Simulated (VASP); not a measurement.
Input of a VASP 6.6.1 run:

The input INCAR:

```
SYSTEM = Co
PREC = Accurate ; ENCUT = 520
EDIFF = 1E-7 ; ISMEAR = -1
SIGMA = 0.1 ; LREAL = .FALSE.
LASPH = .TRUE. ; NELM = 150
ALGO = Normal ; ISIF = 2
LWAVE = .FALSE. ; LCHARG = .FALSE.
ISPIN = 2 ; MAGMOM = 1.8 1.8 1.8 1.8 1.8 1.8 1.8 1.8 1.8 1.8 1.8 1.8
LORBIT = 11 ; LMAXMIX = 4
GGA = PS ; NBANDS = 70
```

File KPOINTS:

```
regular mesh
0
G
  3 3 1
  0 0 0
```

POSCAR

```
Co
1.0
    5.0200000000      0.0000000000      0.0000000000
    2.5100000000      4.3474480000      0.0000000000
    0.0000000000      0.0000000000     16.0712200000
Co
12
Direct
    0.0000000000      0.0000000000      0.0622230297
    0.5000000000      0.0000000000      0.0622230297
    0.0000027602      0.4999944795      0.0622230297
    0.5000027602      0.4999944795      0.0622230297
   -0.1424817233      0.3524136459      0.1872726526
    0.3285929449      0.3137702855      0.1796005530
   -0.1753124561      0.8633340755      0.1781694234
    0.3237826099      0.8283710351      0.1709453296
    0.1301979916      0.0302016263      0.2968598526
    0.6381389705      0.0704551268      0.3009603502
    0.1341530727      0.4958771215      0.3150663111
    0.6270569531      0.5411450580      0.3263846802
```

Potentials or basis: VASP PAW PBE potentials, release 64 (Co).

Launch:

```bash
$ cat potpaw_PBE.64/Co/POTCAR > POTCAR
$ mpirun -np 1 vasp_std > vasp.out
```

Question: What does it give for the largest force?

Answer: 1.587 eV/Å.

Question: Estimate the site moments.

Answer: Co +1.73, +1.70, +1.74, +1.72, +1.69, +1.75, +1.82, +1.90 (each value once) μB.

Question: Predict the net moment.

Answer: 20.84 μB per cell.

Forces on the atoms (eV/Å):
```
Co  -0.152  0.469 -0.542
Co   0.103 -0.020 -0.637
Co   0.011  0.112 -0.084
Co   0.116 -0.565 -0.075
Co  -1.378  0.422 -0.109
Co   0.801  0.799  0.253
Co   0.135 -1.254  0.195
Co   0.761 -0.648  1.233
Co   0.117 -0.452  0.989
Co  -0.381 -0.351  0.872
Co  -0.058  1.068 -0.793
Co  -0.075  0.420 -1.302
```

Caveat: the k points lie up to 0.48 Å⁻¹ apart; the atoms stand as in a frame of molecular dynamics; the PAW data sets were made with another functional, which shifts forces and pressure a little.
